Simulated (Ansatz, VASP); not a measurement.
One calculation of SnO, two programs

```xyz
4
Lattice="3.7802 0.0256 0.0140 0.0256 3.8485 0.0074 0.0178 0.0095 4.8307" Properties=species:S:1:pos:R:3 pbc="T T T"
Sn   -0.2706    2.1372    0.8738
Sn    1.9260   -0.2120    3.4689
O     0.1750   -0.0732    0.1264
O     1.9933    2.0316    0.3831
```

Change from the starting cell: all atoms moved at random (sigma 0.22 Å a component), cell strained at random (sigma 0.01).

Alike in both runs: task single point; functional PBEsol; k mesh 12 × 12 × 10; occupations gaussian, width 0.15 eV; no spin polarisation.

```csv
,VASP,Ansatz
version,VASP 6.6.1,Ansatz 0.2.0
potentials or method,"VASP PAW PBE potentials, release 64 (Sn_d, O), cutoff 520 eV","scalar-relativistic, plane waves, PAW"
valence electrons in the cell,40,40
```

VASP gave:

- gap on the k mesh at the Fermi level (eV): none
- pressure (GPa): 27.7
- traceless stress, the component that is largest in VASP (GPa): 32.35
- rms of the force components (eV/Å): 7.676

Problem. Estimate Ansatz's values.

Solution. gap on the k mesh at the Fermi level (eV): none; pressure (GPa): 29.5; traceless stress, the component that is largest in VASP (GPa): 35.35; rms of the force components (eV/Å): 8.236.

VASP's potentials were made for PBE, not for PBEsol. Atom by atom the forces differ by 0.595 eV/Å (rms over components). A gap of «none» marks a metal or a gap that the smearing closes.
